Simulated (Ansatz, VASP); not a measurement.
One calculation of TePb, two programs

```xyz
2
Lattice="0.0000 3.1904 3.1904 3.1904 0.0000 3.1904 3.1904 3.1904 0.0000" Properties=species:S:1:pos:R:3 pbc="T T T"
Pb    0.0000    0.0000    0.0000
Te    3.1904    3.1904    3.1904
```

Alike in both runs: functional LDA; k mesh 8 × 8 × 8; occupations gaussian, width 0.02 eV; no spin polarisation.

Ansatz relaxed the structure, and its values are those at the end. VASP's run is a single point on that final structure, the one shown.

|  | VASP | Ansatz |
| --- | --- | --- |
| version | VASP 6.6.1 | Ansatz 0.2.0 |
| potentials or method | VASP PAW LDA potentials, release 64 (Pb_d, Te), cutoff 500 eV | scalar-relativistic, plane waves, PAW |
| valence electrons in the cell | 20 | 30 |

Ansatz gave:

```
gap on the k mesh at the Fermi level (eV) : 0.57
least direct gap on the mesh (eV)         : 0.57
pressure (GPa)                            : 0.0
```

Q: Which values does VASP return?

A: gap on the k mesh at the Fermi level (eV): 0.55; least direct gap on the mesh (eV): 0.55; pressure (GPa): 0.1.

LDA's correlation is that of Perdew and Zunger in VASP and of Perdew and Wang (1992) in Ansatz. VASP's potentials hold 20 valence electrons a cell and Ansatz's 30, so a difference there can come from the potentials and not from the codes.

Neither program's run includes spin-orbit coupling.
